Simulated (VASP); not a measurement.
Wanted: the native input for a VASP 6.6.1 run.

| Quantity | Value |
| --- | --- |
| Task | single point |
| Functional | PBE |
| Potentials or basis | VASP PAW PBE potentials, release 64 (Si, C) |
| Cutoff | 520 eV |
| k mesh | 6 × 6 × 6 |
| Occupations | gaussian, width 0.05 eV |
| Spin | no spin polarisation |
| Dipole correction | no |
| Further INCAR settings | ALGO = Normal; EDIFF = 1e-07; NBANDS = 26 |

The structure of SiC lies in POSCAR:

```
SiC
1.0
    4.3797281854      0.0000000000      0.0000000000
    0.0000000000     -4.3797281854      0.0000000000
    0.0000000000      0.0000000000     -4.3797281854
Si C
4 4
Direct
   -0.0158187973     -0.0158187973     -0.0158187973
    0.5000000000      0.5000000000      0.0000000000
    0.5000000000      0.0000000000      0.5000000000
    0.0000000000      0.5000000000      0.5000000000
    0.7500000000      0.7500000000      0.7500000000
    0.2500000000      0.2500000000      0.7500000000
    0.2500000000      0.7500000000      0.2500000000
    0.7500000000      0.2500000000      0.2500000000
```

This cell differs from its parent crystal: atom 1 (Si) moved +0.120 Å towards its neighbour atom 5 (C) at 1.896 Å.

These files were run (other wordings do the same):

INCAR

```
  ALGO = Normal
  EDIFF = 1E-7
  ENCUT = 520
  GGA = PE
  ISIF = 2
  ISMEAR = 0
  LASPH = True
  LCHARG = True
  LELF = True
  LREAL = False
  LVHAR = True
  LWAVE = False
  NBANDS = 26
  NELM = 80
  PREC = Accurate
  SIGMA = 0.05
```

KPOINTS

```
k-points
0
Gamma
  6 6 6
```

Potentials or basis: VASP PAW PBE potentials, release 64 (Si, C).

The run is started by

```bash
$ cat potpaw_PBE.64/Si/POTCAR potpaw_PBE.64/C/POTCAR > POTCAR
$ mpirun -np 1 vasp_std > vasp.out
```

Results of the run:

* Pressure: 0.5 GPa
* Largest force: 3.498 eV/Å
* Band gap on the k mesh: 1.11 eV

Caveat: the cell differs from its parent crystal (atom 1 (Si) moved +0.120 Å towards its neighbour atom 5 (C) at 1.896 Å); forces of over 1 eV/Å act on the atoms, so gaps and moduli don't describe the material at rest.

It took 40 s on 1 thread of Intel(R) Xeon(R) 6975P-C (Granite Rapids), on a shared host, peak memory 0.22 GiB.
